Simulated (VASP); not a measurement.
Crystal: Al.

```
CELL_PARAMETERS angstrom
-1.59122 1.59122 1.59122
1.59122 -1.59122 1.59122
1.59122 1.59122 -1.59122
ATOMIC_POSITIONS crystal
Al 0.00000 0.00000 0.00000
```

* Program: VASP 6.6.1
* Task: relaxation of cell and atoms
* Functional: PBEsol
* Potentials or basis: VASP PAW PBE potentials, release 64 (Al)
* Cutoff: 600 eV
* k mesh: 12 × 12 × 12
* Occupations: fermi-dirac, width 0.05 eV
* Spin: no spin polarisation

At the start: pressure 2.3 GPa; volume 16.12 Å³/atom.

Task: How do energy, volume and symmetry change on relaxing?

Result: Over 3 steps the energy falls by 3.4 meV/atom and the volume is 16.60 Å³/atom (+3.0 %); space group Im-3m (No. 229, to 0.05 Å).

The path:
| step | energy change (eV) | largest force (eV/Å) | pressure (GPa) | volume (Å³) |
| --- | --- | --- | --- | --- |
| 1 | 0.0000 | 0.0000 | 2.32 | 16.12 |
| 2 | -0.0034 | 0.0000 | -0.27 | 16.67 |
| 3 | -0.0034 | 0.0000 | 0.00 | 16.60 |

Final structure:
```
Al
1.0
    -1.60709    1.60709    1.60709
     1.60709   -1.60709    1.60709
     1.60709    1.60709   -1.60709
Al
1
Direct
  0.00000 0.00000 0.00000
```

Caveat: the PAW data sets were made with another functional, which shifts forces and pressure a little.
